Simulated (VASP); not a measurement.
# CdS (Hawleyite) (F-43m) in VASP: notebook

Runs on CdS (Hawleyite). Level: PBE. Tasks: single point.

Program: VASP 6.6.1. These are calculated values, not measurements. Logs are shortened: lines on timing, memory, paths and dates and some standing lists are left out, and cuts for length are marked.

### 1 The cell of the first run

Symmetry: F-43m, No. 216, cubic system. The conventional cell has a = 5.794 Å, b = 5.794 Å, c = 5.794 Å, α = 90.00°, β = 90.00°, γ = 90.00°. Cd (site symmetry -43m) has 4 S at 2.51 Å within 3.3 Å. S (site symmetry -43m) has 4 Cd at 2.51 Å within 3.3 Å.

### 2 Single point, PBE

INCAR reads:

```
SYSTEM = CdS
  PREC = Accurate
  ENCUT = 520
  EDIFF = 1E-6
  ISMEAR = 0
  SIGMA = 0.01
  LREAL = .False.
  LASPH = .True.
  NELM = 100
  ALGO = Normal
  ISIF = 2
  LWAVE = .False.
  LCHARG = .False.
  GGA = PE
  NBANDS = 16
```

KPOINTS reads:

```
regular mesh
0
Gamma
  6 6 6
  0 0 0
```

POSCAR reads:

```
CdS
1.0
    0.0000000000      2.8969255847      2.8969255847
    2.8969255847      0.0000000000      2.8969255847
    2.8969255847      2.8969255847      0.0000000000
Cd S
1 1
Direct
    0.0000000000      0.0000000000      0.0000000000
    0.2500000000      0.2500000000      0.2500000000
```

Potentials or basis: VASP PAW PBE potentials, release 64 (Cd, S).

Launch:

```console
> cat potpaw_PBE.64/Cd/POTCAR potpaw_PBE.64/S/POTCAR > POTCAR
> mpirun -np 1 vasp_std > vasp.out
```

OUTCAR:

```text
SYSTEM = CdS
   PREC = Accurate
   ENCUT = 520
   EDIFF = 1E-6
   ISMEAR = 0
   LREAL = .False.
   LASPH = .True.
   NELM = 100
   ISIF = 2
   GGA = PE

 ion  position               nearest neighbor table
   1  0.000  0.000  0.000-   2 2.51   2 2.51   2 2.51   2 2.51
   2  0.250  0.250  0.250-   1 2.51   1 2.51   1 2.51   1 2.51

  LATTYP: Found a face centered cubic cell.
 ALAT       =     5.7938511694

  Lattice vectors:

 A1 = (   0.0000000000,   2.8969255847,   2.8969255847)
 A2 = (   2.8969255847,   0.0000000000,   2.8969255847)
 A3 = (   2.8969255847,   2.8969255847,   0.0000000000)

Analysis of symmetry for initial positions (statically):
=====================================================================
 Subroutine PRICEL returns:
 Original cell was already a primitive cell.

 Routine SETGRP: Setting up the symmetry group for a
 face centered cubic supercell.

 Subroutine GETGRP returns: Found 24 space group operations
 (whereof 24 operations were pure point group operations)
 out of a pool of 48 trial point group operations.

The static configuration has the point symmetry T_d .

Analysis of symmetry for dynamics (positions and initial velocities):
=====================================================================
 Subroutine PRICEL returns:
 Original cell was already a primitive cell.

 Routine SETGRP: Setting up the symmetry group for a
 face centered cubic supercell.

 Subroutine GETGRP returns: Found 24 space group operations
 (whereof 24 operations were pure point group operations)
 out of a pool of 48 trial point group operations.

The dynamic configuration has the point symmetry T_d .

 Subroutine INISYM returns: Found 24 space group operations
 (whereof 24 operations are pure point group operations),
 and found     1 'primitive' translations

----------------------------------------------------------------------------------------

                                     Primitive cell

  volume of cell :      48.6230

  direct lattice vectors                    reciprocal lattice vectors
     0.000000000  2.896925585  2.896925585    -0.172596770  0.172596770  0.172596770
     2.896925585  0.000000000  2.896925585     0.172596770 -0.172596770  0.172596770
     2.896925585  2.896925585  0.000000000     0.172596770  0.172596770 -0.172596770

  length of vectors
     4.096871451  4.096871451  4.096871451     0.298946376  0.298946376  0.298946376

  position of ions in fractional coordinates (direct lattice)
     0.000000000  0.000000000  0.000000000
     0.250000000  0.250000000  0.250000000

  ion indices of the primitive-cell ions
   primitive index   ion index
                 1           1
                 2           2

----------------------------------------------------------------------------------------

 KPOINTS: regular mesh

Automatic generation of k-mesh.
 Grid dimensions read from file:
 generate k-points for:    6    6    6

 Generating k-lattice:

  Cartesian coordinates                     Fractional coordinates (reciprocal lattice)
    -0.028766128  0.028766128  0.028766128     0.166666667  0.000000000  0.000000000
     0.028766128 -0.028766128  0.028766128     0.000000000  0.166666667  0.000000000
     0.028766128  0.028766128 -0.028766128     0.000000000  0.000000000  0.166666667

  Length of vectors
     0.049824396  0.049824396  0.049824396

  Shift w.r.t. Gamma in fractional coordinates (k-lattice)
     0.000000000  0.000000000  0.000000000

 Subroutine IBZKPT returns following result:
 ===========================================

 Found     16 irreducible k-points:

 Following reciprocal coordinates:
            Coordinates               Weight
  0.000000  0.000000  0.000000      1.000000
  0.166667  0.000000  0.000000      8.000000
  0.333333  0.000000  0.000000      8.000000
  0.500000  0.000000  0.000000      4.000000
  0.166667  0.166667  0.000000      6.000000
  0.333333  0.166667  0.000000     24.000000
[... 8 lines left out ...]
 -0.333333  0.333333  0.166667     24.000000
 -0.333333  0.500000  0.166667     12.000000
   k-points           NKPTS =     16   k-points in BZ     NKDIM =     16   number of bands    NBANDS=     16
   number of dos      NEDOS =    301   number of ions     NIONS =      2
   total plane-waves  NPLWV =  27000
   dimension x,y,z NGX =    30 NGY =   30 NGZ =   30
   dimension x,y,z NGXF=    60 NGYF=   60 NGZF=   60
   ions per type =               1   1
   NGX,Y,Z   is equivalent  to a cutoff of  12.17, 12.17, 12.17 a.u.
   NGXF,Y,Z  is equivalent  to a cutoff of  24.35, 24.35, 24.35 a.u.
 SYSTEM =  CdS
   PREC   = accura    normal or accurate (medium, high low for compatibility)
   ISTART =      0    job   : 0-new  1-cont  2-samecut
   ICHARG =      2    charge: 1-file 2-atom 10-const
   ISPIN  =      1    spin polarized calculation?
   LNONCOLLINEAR =      F non collinear calculations
   LSORBIT =      F    spin-orbit coupling
   LASPH  =      T    aspherical Exc in radial PAW
   ENCUT  =  520.0 eV  38.22 Ry    6.18 a.u.   7.62  7.62  7.62*2*pi/ulx,y,z
   NELM   =    100;   NELMIN=  2; NELMDL= -5     # of ELM steps
   EDIFF  = 0.1E-05   stopping-criterion for ELM
   LREAL  =      F    real-space projection
   EDIFFG = 0.1E-04   stopping-criterion for IOM
   NSW    =      0    number of steps for IOM
   IBRION =     -1    ionic relax: 0-MD 1-quasi-New 2-CG
   NFREE  =      0    steps in history (QN), initial steepest desc. (CG)
   ISIF   =      2    stress and relaxation
   ISYM   =      2    0-nonsym 1-usesym 2-fastsym
   POTIM  = 0.5000    time-step for ionic-motion
   TEBEG  =    0.0;   TEEND  =   0.0 temperature during run
   PSTRESS=    0.0 pullay stress
   NELECT =      18.0000    total number of electrons
   NUPDOWN=      -1.0000    fix difference up-down
   EMIN   =  10.00;   EMAX   =-10.00  energy-range for DOS
   EFERMI =   0.00;   METHOD = LEGACY
   ISMEAR =     0;   SIGMA  =   0.01  broadening in eV -4-tet -1-fermi 0-gaus
   EFERMI_NEDOS =   21; number of points for ismear=-14 and -15
   IALGO  =     38    algorithm
   IMIX   =      4    mixing-type and parameters
     AMIX     =   0.40;   BMIX     =  1.00
     AMIX_MAG =   1.60;   BMIX_MAG =  1.00
  volume/ion in A,a.u.               =      24.31       164.06
  Fermi-wavevector in a.u.,A,eV,Ry     =   1.175488  2.221351 18.800161  1.381773
  Thomas-Fermi vector in A             =   2.311868
   LORBIT       =      0    0 simple, 1 ext, 2 COOP (PROOUT), +10 PAW based schemes
   GGA     = PE    functional components
   LHFCALC =     F    Hartree Fock is set to
   AEXX    =    0.0000 exact exchange contribution
   IVDW    =     0    specifies the selected vdW correction
   LEPSILON=     F    determine dielectric tensor
   LRPA    =     F    only Hartree local field effects (RPA)
 non-spin polarized calculation
 Gauss-broadening in eV      SIGMA  =   0.01
  energy-cutoff  :      520.00
  volume of cell :       48.62
 maximum number of plane-waves:      1363
   NGX = 15   NGY = 15   NGZ = 15

 number of electron      18.0000008 magnetization

 Free energy of the ion-electron system (eV)
  ---------------------------------------------------
  ext. energy  EPLUGINS =         0.00000000
  ---------------------------------------------------
  free energy    TOTEN  =        -6.09465531 eV

  energy without entropy =       -6.09465531  energy(sigma->0) =       -6.09465531

 E-fermi :   1.6119     XC(G=0):  -9.2439

 val. band max:        1.4927391660   @ k =   0.0000   0.0000   0.0000
 cond. band min:       2.6854650087   @ k =   0.0000   0.0000   0.0000
 fundamental gap:      1.1927258427
 Fermi energy:         1.6119053529

 k-point     1 :       0.0000    0.0000    0.0000
  band No.  band energies     occupation
      1     -11.0036      2.00000
      2      -6.3139      2.00000
      3      -6.3139      2.00000
      4      -6.3139      2.00000
      5      -5.8059      2.00000
      6      -5.8059      2.00000
[... 8 lines left out ...]
     15      13.0020      0.00000
     16      13.0426      0.00000

 k-point     2 :       0.1667    0.0000    0.0000
  band No.  band energies     occupation
      1     -10.8926      2.00000
      2      -6.2742      2.00000
      3      -6.2742      2.00000
      4      -6.2126      2.00000
      5      -5.8068      2.00000
      6      -5.8068      2.00000
[... 8 lines left out ...]
     15      12.2058      0.00000
     16      13.4013      0.00000

 k-point     3 :       0.3333    0.0000    0.0000
  band No.  band energies     occupation
      1     -10.6695      2.00000
      2      -6.2093      2.00000
      3      -6.2093      2.00000
      4      -5.8266      2.00000
      5      -5.7883      2.00000
      6      -5.7883      2.00000
[... 8 lines left out ...]
     15      12.6364      0.00000
     16      12.6364      0.00000

 k-point     4 :       0.5000    0.0000    0.0000
  band No.  band energies     occupation
      1     -10.5588      2.00000
      2      -6.1871      2.00000
      3      -6.1871      2.00000
      4      -5.7658      2.00000
      5      -5.7658      2.00000
      6      -5.4075      2.00000
[... 8 lines left out ...]
     15      14.0865      0.00000
     16      14.0865      0.00000

 k-point     5 :       0.1667    0.1667    0.0000
  band No.  band energies     occupation
      1     -10.8561      2.00000
      2      -6.2354      2.00000
      3      -6.2333      2.00000
      4      -6.2333      2.00000
      5      -5.8323      2.00000
      6      -5.7829      2.00000
[... 8 lines left out ...]
     15      13.1741      0.00000
     16      15.0586      0.00000

 k-point     6 :       0.3333    0.1667    0.0000
  band No.  band energies     occupation
      1     -10.6715      2.00000
      2      -6.1922      2.00000
      3      -6.1557      2.00000
      4      -5.9962      2.00000
      5      -5.7837      2.00000
      6      -5.7619      2.00000
[... 8 lines left out ...]
     15      13.3907      0.00000
     16      14.5643      0.00000

 k-point     7 :       0.5000    0.1667    0.0000
  band No.  band energies     occupation
      1     -10.5256      2.00000
      2      -6.1640      2.00000
      3      -6.1254      2.00000
      4      -5.8402      2.00000
      5      -5.7592      2.00000
      6      -5.3913      2.00000
[... 8 lines left out ...]
     15      14.1398      0.00000
     16      14.4575      0.00000

 k-point     8 :      -0.3333    0.1667    0.0000
  band No.  band energies     occupation
      1     -10.5617      2.00000
      2      -6.1643      2.00000
      3      -6.1525      2.00000
      4      -5.8127      2.00000
      5      -5.8039      2.00000
      6      -5.5217      2.00000
[... 8 lines left out ...]
     15      13.6990      0.00000
     16      14.4710      0.00000

 k-point     9 :      -0.1667    0.1667    0.0000
  band No.  band energies     occupation
      1     -10.7447      2.00000
      2      -6.2268      2.00000
      3      -6.2037      2.00000
      4      -6.0420      2.00000
      5      -5.8269      2.00000
      6      -5.7678      2.00000
[... 8 lines left out ...]
     15      12.8950      0.00000
     16      14.9536      0.00000

 k-point    10 :       0.3333    0.3333    0.0000
  band No.  band energies     occupation
      1     -10.5634      2.00000
      2      -6.0847      2.00000
      3      -6.0500      2.00000
      4      -6.0500      2.00000
      5      -5.7365      2.00000
      6      -5.6978      2.00000
[... 8 lines left out ...]
     15      13.5943      0.00000
     16      17.0855      0.00000

 k-point    11 :       0.5000    0.3333    0.0000
  band No.  band energies     occupation
      1     -10.4570      2.00000
      2      -6.0986      2.00000
      3      -6.0016      2.00000
      4      -5.9495      2.00000
      5      -5.7359      2.00000
      6      -5.3593      2.00000
[... 8 lines left out ...]
     15      14.2397      0.00000
     16      15.2645      0.00000

 k-point    12 :      -0.3333    0.3333    0.0000
  band No.  band energies     occupation
      1     -10.4573      2.00000
      2      -6.1247      2.00000
      3      -6.0456      2.00000
      4      -5.8605      2.00000
      5      -5.7823      2.00000
      6      -5.2240      2.00000
[... 8 lines left out ...]
     15      12.9111      0.00000
     16      16.2747      0.00000

 k-point    13 :       0.5000    0.5000    0.0000
  band No.  band energies     occupation
      1     -10.4216      2.00000
      2      -6.0948      2.00000
      3      -5.9443      2.00000
      4      -5.9443      2.00000
      5      -5.7132      2.00000
      6      -5.3415      2.00000
[... 8 lines left out ...]
     15      13.8622      0.00000
     16      15.0417      0.00000

 k-point    14 :       0.5000    0.3333    0.1667
  band No.  band energies     occupation
      1     -10.5274      2.00000
      2      -6.1149      2.00000
      3      -6.1070      2.00000
      4      -5.9113      2.00000
      5      -5.7641      2.00000
      6      -5.5067      2.00000
[... 8 lines left out ...]
     15      14.5850      0.00000
     16      14.8114      0.00000

 k-point    15 :      -0.3333    0.3333    0.1667
  band No.  band energies     occupation
      1     -10.4573      2.00000
      2      -6.1114      2.00000
      3      -6.0652      2.00000
      4      -5.8499      2.00000
      5      -5.7871      2.00000
      6      -5.2211      2.00000
[... 8 lines left out ...]
     15      14.0499      0.00000
     16      14.8904      0.00000

 k-point    16 :      -0.3333    0.5000    0.1667
  band No.  band energies     occupation
      1     -10.4230      2.00000
      2      -6.0766      2.00000
      3      -6.0247      2.00000
      4      -5.8891      2.00000
      5      -5.7617      2.00000
      6      -5.1885      2.00000
[... 8 lines left out ...]
     15      14.7560      0.00000
     16      14.8856      0.00000

------------------------ aborting loop because EDIFF is reached ----------------------------------------

  FORCE on cell =-STRESS in cart. coord.  units (eV):
  Direction    XX          YY          ZZ          XY          YZ          ZX
  --------------------------------------------------------------------------------------
  -------------------------------------------------------------------------------------
  Total        1.4102526      1.4102526      1.4102526     -0.0000000      0.0000000     -0.0000000
  in kB       46.4692286     46.4692286     46.4692286     -0.0000000      0.0000000     -0.0000000
  external PRESSURE =      46.4692286 kB  Pullay stress =       0.0000000 kB

 VOLUME and BASIS-vectors are now :
 -----------------------------------------------------------------------------
  energy-cutoff  :      520.00
  volume of cell :       48.62
      direct lattice vectors                 reciprocal lattice vectors
     0.000000000  2.896925585  2.896925585    -0.172596770  0.172596770  0.172596770
     2.896925585  0.000000000  2.896925585     0.172596770 -0.172596770  0.172596770
     2.896925585  2.896925585  0.000000000     0.172596770  0.172596770 -0.172596770

 POSITION                                       TOTAL-FORCE (eV/Angst)
 -----------------------------------------------------------------------------------
      0.00000      0.00000      0.00000        -0.000000     -0.000000      0.000000
      1.44846      1.44846      1.44846         0.000000      0.000000     -0.000000
 -----------------------------------------------------------------------------------
    total drift:                               -0.000001     -0.000001     -0.000001

  FREE ENERGIE OF THE ION-ELECTRON SYSTEM (eV)
  ---------------------------------------------------
  free  energy   TOTEN  =        -6.0946553052 eV

  energy  without entropy=       -6.0946553052  energy(sigma->0) =       -6.09465531
```

Wall time 13 s (1 thread of Intel Xeon Platinum 8259CL at 2.50GHz (Skylake/Cascade Lake), shared host); peak memory 0.16 GiB.

What came out:

- Free energy: -6.0947 eV
- Pressure: 4.6 GPa
- Band gap on the k mesh: 1.19 eV, direct

### 3 Single point, PBE

This run uses another cell than the first one, of 24.81 Å³/atom, 1.020 times its volume.

INCAR reads:

```
SYSTEM = CdS
PREC = Accurate
ENCUT = 520
EDIFF = 1E-7
ISMEAR = 0
SIGMA = 0.01
LREAL = .FALSE.
LASPH = .TRUE.
NELM = 80
ALGO = Normal
ISIF = 2
LWAVE = .FALSE.
LCHARG = .FALSE.
GGA = PE
NBANDS = 16
```

KPOINTS reads:

```
regular mesh
0
G
  6 6 6
  0 0 0
```

POSCAR reads:

```
CdS
1.0
    0.0000000000      2.9165000000      2.9165000000
    2.9165000000      0.0000000000      2.9165000000
    2.9165000000      2.9165000000      0.0000000000
Cd S
1 1
Direct
    0.0000000000      0.0000000000      0.0000000000
    0.2500000000      0.2500000000      0.2500000000
```

Potentials or basis: VASP PAW PBE potentials, release 64 (Cd, S).

Launch:

```console
> cat potpaw_PBE.64/Cd/POTCAR potpaw_PBE.64/S/POTCAR > POTCAR
> mpirun -np 1 vasp_std > vasp.out
```

It took 11 s on 1 thread of Intel Xeon Platinum 8259CL at 2.50GHz (Skylake/Cascade Lake), shared host; peak memory 0.18 GiB.

It converged, with:

| Property | Result |
| --- | --- |
| Free energy | -6.1191 eV |
| Pressure | 3.2 GPa |
| Band gap on the k mesh | 1.15 eV, direct |

Levels at points of the mesh, in eV from the valence-band top:
```
           k point  band 7  band 8  band 9  band 10  band 11  band 12
(0.00, 0.00, 0.00)    0.00    0.00    0.00     1.15     6.55     6.55
(0.50, 0.00, 0.00)   -4.40   -0.75   -0.75     3.01     7.01     7.01
(0.50, 0.50, 0.00)   -3.95   -1.88   -1.88     3.55     4.35     9.23
```

PBE gaps usually lie below the measured ones, often by a third to a half.

### 4 Single point, PBE

This run uses another cell than the first one, of 25.30 Å³/atom, 1.041 times its volume.

INCAR reads:

```
SYSTEM = CdS
ALGO = Normal ; EDIFF = 1E-7
ENCUT = 520 ; GGA = PE
ISIF = 2 ; ISMEAR = 0
LASPH = .True. ; LCHARG = .True.
LELF = .True. ; LREAL = .False.
LVHAR = .True. ; LWAVE = .False.
NBANDS = 16 ; NELM = 80
PREC = Accurate ; SIGMA = 0.01
```

KPOINTS reads:

```
k-points
0
Gamma
  6 6 6
  0 0 0
```

POSCAR reads:

```
CdS
1.0
    0.0000000000      2.9358151324      2.9358151324
    2.9358151324      0.0000000000      2.9358151324
    2.9358151324      2.9358151324      0.0000000000
Cd S
1 1
Direct
    0.0000000000      0.0000000000      0.0000000000
    0.2500000000      0.2500000000      0.2500000000
```

Launch:

```console
> cat potpaw_PBE.64/Cd/POTCAR potpaw_PBE.64/S/POTCAR > POTCAR
> mpirun -np 1 vasp_std > vasp.out
```

Run time: 12 s. Hardware: 1 thread of Intel Xeon Platinum 8259CL at 2.50GHz (Skylake/Cascade Lake), shared host; peak memory 0.17 GiB.

It converged, with:

- Free energy: -6.1351 eV
- Pressure: 1.9 GPa
- Band gap on the k mesh: 1.10 eV, direct

Levels at points of the mesh, in eV from the valence-band top:
| k point | band 7 | band 8 | band 9 | band 10 | band 11 | band 12 |
| --- | --- | --- | --- | --- | --- | --- |
| (0.00, 0.00, 0.00) | 0.00 | 0.00 | 0.00 | 1.10 | 6.55 | 6.55 |
| (0.50, 0.00, 0.00) | -4.28 | -0.72 | -0.72 | 2.98 | 7.01 | 7.01 |
| (0.50, 0.50, 0.00) | -3.87 | -1.81 | -1.81 | 3.58 | 4.32 | 9.15 |

### 5 Single point, PBE

This run uses another cell than the first one, of 25.80 Å³/atom, 1.061 times its volume.

INCAR reads:

```
  PREC = Accurate
  ENCUT = 520
  EDIFF = 1E-6
  ISMEAR = 0
  SIGMA = 0.01
  LREAL = False
  LASPH = True
  NELM = 80
  ALGO = Normal
  ISIF = 2
  LWAVE = False
  LCHARG = True
  GGA = PE
  LELF = True
  LVHAR = True
  NBANDS = 16
```

KPOINTS reads:

```
regular mesh
0
Gamma
  6 6 6
```

POSCAR reads:

```
CdS
1.0
    0.0000000000      2.9548794012      2.9548794012
    2.9548794012      0.0000000000      2.9548794012
    2.9548794012      2.9548794012      0.0000000000
Cd S
1 1
Direct
    0.0000000000      0.0000000000      0.0000000000
    0.2500000000      0.2500000000      0.2500000000
```

Launch:

```console
> cat potpaw_PBE.64/Cd/POTCAR potpaw_PBE.64/S/POTCAR > POTCAR
> mpirun -np 1 vasp_std > vasp.out
```

Wall time 11 s (1 thread of Intel Xeon Platinum 8259CL at 2.50GHz (Skylake/Cascade Lake), shared host); peak memory 0.18 GiB.

Results (log left out):

- Free energy: -6.1436 eV
- Pressure: 0.8 GPa
- Band gap on the k mesh: 1.06 eV, direct

Levels at points of the mesh, in eV from the valence-band top:
```csv
k point,band 5,band 6,band 7,band 8,band 9,band 10,band 11,band 12,band 13,band 14
"(0.00, 0.00, 0.00)",-7.17,-7.17,0.00,0.00,0.00,1.06,6.55,6.55,6.55,11.22
"(0.50, 0.00, 0.00)",-7.14,-6.82,-4.17,-0.70,-0.70,2.95,7.01,7.01,7.36,10.97
"(0.50, 0.50, 0.00)",-7.09,-6.76,-3.78,-1.75,-1.75,3.62,4.30,9.07,10.54,10.54
```

As with any semilocal functional, this PBE gap is likely too small.

(Part 1 of 2 ends here.)
